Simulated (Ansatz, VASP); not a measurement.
**One calculation of Ti, two programs**

```
CELL_PARAMETERS angstrom
0.00000 2.15668 1.58365
2.15668 0.00000 1.58365
2.15668 2.15668 0.00000
ATOMIC_POSITIONS crystal
Ti 0.00000 0.00000 0.00000
```

Alike in both runs: task single point; functional LDA; k mesh 22 × 22 × 22; occupations gaussian, width 0.15 eV; no spin polarisation.

```csv
,VASP,Ansatz
version,VASP 6.6.1,Ansatz 0.2.0
potentials or method,"VASP PAW LDA potentials, release 64 (Ti_sv), cutoff 520 eV","scalar-relativistic, plane waves, PAW"
valence electrons in the cell,12,12
```

VASP gave:

| Item | Value |
| --- | --- |
| gap on the k mesh at the Fermi level (eV) | none |
| pressure (GPa) | 9.8 |
| traceless stress, the component that is largest in VASP (GPa) | 0.16 |

Task: What did Ansatz give for the same quantities?

Result: gap on the k mesh at the Fermi level (eV): none; pressure (GPa): 10.0; traceless stress, the component that is largest in VASP (GPa): 0.14.

Ansatz warns that its potentials were made for another functional, while VASP's fit it. LDA's correlation is that of Perdew and Zunger in VASP and of Perdew and Wang (1992) in Ansatz. A gap of «none» marks a metal or a gap that the smearing closes.
